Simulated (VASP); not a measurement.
# TiB2: single point with PBEsol

TiB2:

```xyz
3
Lattice="3.0292 0.0000 0.0000 -1.5146 2.6234 0.0000 0.0000 0.0000 3.2607" Properties=species:S:1:pos:R:3 pbc="T T T"
Ti    0.0000    0.0000    0.0000
B     0.0000    1.7489    1.6303
B     1.5146    0.8745    1.6303
```

This cell differs from its parent crystal: zz strain of +1 %.

```yaml
Program: VASP 6.6.1
Task: single point
Functional: PBEsol
Potentials_or_basis: VASP PAW PBE potentials, release 64 (Ti_sv, B)
Cutoff: 520 eV
k_mesh: 14 × 14 × 11
Occupations: fermi-dirac, width 0.03 eV
Spin: no spin polarisation
Dipole_correction: no
Further_INCAR_settings: ALGO = Normal; EDIFF = 1e-07; NBANDS = 16
```

The pressure is -6.8 GPa and the band gap on the k mesh is zero (band 9 reaches 10.26 eV, above the bottom of band 10 at 9.69 eV).

Stress tensor (GPa, compression positive):
```
 -4.72   0.00   0.00
  0.00  -4.72   0.00
  0.00   0.00 -11.07
```

Levels at points of the mesh, in eV from the Fermi level:
| k point | band 7 | band 8 | band 9 | band 10 | band 11 | band 12 |
| --- | --- | --- | --- | --- | --- | --- |
| (0.00, 0.00, 0.00) | -2.54 | -2.45 | -2.18 | 1.83 | 1.83 | 3.54 |
| (0.50, 0.00, 0.00) | -3.30 | -3.24 | -2.29 | 1.27 | 2.72 | 3.18 |

It used 44 s of CPU time on 1 thread of AMD EPYC 7R13 Processor (Zen 3), with other jobs on the host.

Caveat: the cell differs from its parent crystal (zz strain of +1 %); the PAW data sets were made with another functional, which shifts forces and pressure a little.
